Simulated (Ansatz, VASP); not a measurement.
Given: the input of a run of Ansatz 0.2.0 on NiSb.

Contents of input.yaml:

```yaml
crystal:
  lattice:
    - [3.928, 0.0, 0.0]
    - [-1.964, 3.4017477861, 0.0]
    - [0.0, 0.0, 5.12]
  atoms:
    - { symbol: Sb, position: [0.6666666667, 0.3333333333, 0.75] }
    - { symbol: Sb, position: [0.3333333333, 0.6666666667, 0.25] }
    - { symbol: Ni, position: [0.0, 0.0, 0.5], spin: 1.0 }
    - { symbol: Ni, position: [0.0, 0.0, 0.0], spin: 1.0 }
hamiltonian:
  xc: rpbe
  pseudopotentials: { kind: paw }
magnetization:
  spin_polarized: true
kpoints:
  mp_grid: { grid: [8, 8, 5] }
scf:
  occupations: { method: gaussian, width: 0.1 }
output:
  forces: true
  stress: true
  eigenvalues: true
```

Potentials or basis: Ansatz PAW.

Run with:

```sh
$ ansatz run input.yaml --threads 2 --pin off --max-ram 5632MiB --backend cpu --events-out ev --progress --plain --runs-dir out
```

Set up the same calculation for VASP 6.6.1. Potentials there: VASP PAW PBE potentials, release 64 (Sb, Ni).

As run (the cutoff follows the program's own potentials):

INCAR

```
ALGO = Fast
EDIFF = 1E-6
ENCUT = 500
GGA = RP
ISIF = 2
ISMEAR = 0
ISPIN = 2
LASPH = True
LCHARG = False
LMAXMIX = 4
LORBIT = 11
LREAL = False
LWAVE = False
MAGMOM = 0 0 1 1
NELM = 150
PREC = Accurate
SIGMA = 0.1
```

KPOINTS

```
k-points
0
Gamma
  8 8 5
```

POSCAR

```
NiSb
1.0
    3.9280000000      0.0000000000      0.0000000000
   -1.9640000000      3.4017477861      0.0000000000
    0.0000000000      0.0000000000      5.1200000000
Sb Ni
2 2
Direct
    0.6666666667      0.3333333333      0.7500000000
    0.3333333333      0.6666666667      0.2500000000
    0.0000000000      0.0000000000      0.5000000000
    0.0000000000      0.0000000000      0.0000000000
```

Potentials or basis: VASP PAW PBE potentials, release 64 (Sb, Ni).

Launch:

```console
$ cat potpaw_PBE.64/Sb/POTCAR potpaw_PBE.64/Ni/POTCAR > POTCAR
$ mpirun -np 1 vasp_std > vasp.out
```

Both were run:

|  | VASP | Ansatz | Ansatz less VASP |
| --- | --- | --- | --- |
| gap on the k mesh at the Fermi level (eV) | none | none | - |
| pressure (GPa) | 6.4 | 6.6 | +0.27 |
| traceless stress, the component that is largest in VASP (GPa) | -0.25 | -0.41 | -0.151 |
| net moment per atom (μB) | 0.00 | 0.00 | 0.000 |

VASP's potentials were made for PBE, not for RPBE. A gap of «none» marks a metal or a gap that the smearing closes. VASP's potentials hold 30 valence electrons a cell and Ansatz's 66, so a difference there can come from the potentials and not from the codes.

Neither program's run includes spin-orbit coupling.
